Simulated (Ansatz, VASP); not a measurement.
CdTe: VASP beside Ansatz

File POSCAR:

```
CdTe
1.0
    0.0000000000      3.1596716324      3.1596716324
    3.1596716324      0.0000000000      3.1596716324
    3.1596716324      3.1596716324      0.0000000000
Cd Te
1 1
Direct
    0.5000000000      0.5000000000      0.5000000000
    0.0000000000      0.0000000000      0.0000000000
```

File INCAR.step1:

```
ALGO     = Normal         # electronic algorithm
EDIFF    = 1E-5           # SCF threshold, eV
ENCUT    = 550            # plane-wave cutoff, eV
GGA      = PE             # functional
GGA_COMPAT= False        
ISMEAR   = 0              # smearing method
LASPH    = True           # aspherical terms in the spheres
LCHARG   = False          # write CHGCAR
LREAL    = False          # projectors in reciprocal space
LWAVE    = True           # write WAVECAR
NBANDS   = 16             # bands
NELM     = 120            # most SCF steps
PREC     = Accurate       # precision mode
SIGMA    = 0.05           # smearing width, eV
```

Contents of INCAR.step2:

```
ALGO     = Normal         # electronic algorithm
EDIFF    = 1E-6           # SCF threshold, eV
ENCUT    = 550            # plane-wave cutoff, eV
GGA_COMPAT= False        
ISIF     = 2              # what is computed and relaxed
ISMEAR   = 0              # smearing method
ISTART   = 1            
IVDW     = 13             # dispersion correction
LASPH    = True           # aspherical terms in the spheres
LCHARG   = False          # write CHGCAR
LMIXTAU  = True         
LREAL    = False          # projectors in reciprocal space
LWAVE    = False          # write WAVECAR
METAGGA  = R2SCAN         # meta-GGA
NBANDS   = 16             # bands
NELM     = 120            # most SCF steps
PREC     = Accurate       # precision mode
SIGMA    = 0.05           # smearing width, eV
VDW_A1   = 0.51559235   
VDW_A2   = 5.77342911   
VDW_S6   = 1.0          
VDW_S8   = 0.6018749
```

KPOINTS

```
k-points
0
Gamma
  6 6 6
```

Input for Ansatz:

```yaml
crystal:
  lattice:
    - [0.0, 3.1596716324, 3.1596716324]
    - [3.1596716324, 0.0, 3.1596716324]
    - [3.1596716324, 3.1596716324, 0.0]
  atoms:
    - { symbol: Cd, position: [0.5, 0.5, 0.5] }
    - { symbol: Te, position: [0.0, 0.0, 0.0] }
basis:
  ecutwfc: 500
  ecutrho_ratio: 4
kpoints:
  mp_grid: { grid: [6, 6, 6] }
hamiltonian:
  xc: r2scan
  dispersion: d4
scf:
  occupations: { method: gaussian, width: 0.05 }
output:
  forces: true
  stress: true
  eigenvalues: true
```

Alike in both runs: task single point; functional r2SCAN; dispersion D4; k mesh 6 × 6 × 6; occupations gaussian, width 0.05 eV; no spin polarisation.

|  | VASP | Ansatz |
| --- | --- | --- |
| version | VASP 6.6.1 | Ansatz 0.2.0 |
| potentials or method | VASP PAW PBE potentials, release 64 (Cd, Te), cutoff 550 eV | scalar-relativistic, plane waves, PAW |
| valence electrons in the cell | 18 | 36 |

```tsv
	VASP	Ansatz	Ansatz less VASP
gap on the k mesh at the Fermi level (eV)	none	none	-
pressure (GPa)	-5.1	-5.2	-0.09
```

VASP's potentials were made for PBE, not for r2SCAN. A gap of «none» marks a metal or a gap that the smearing closes. VASP's potentials hold 18 valence electrons a cell and Ansatz's 36, so a difference there can come from the potentials and not from the codes.

Neither program's run includes spin-orbit coupling.
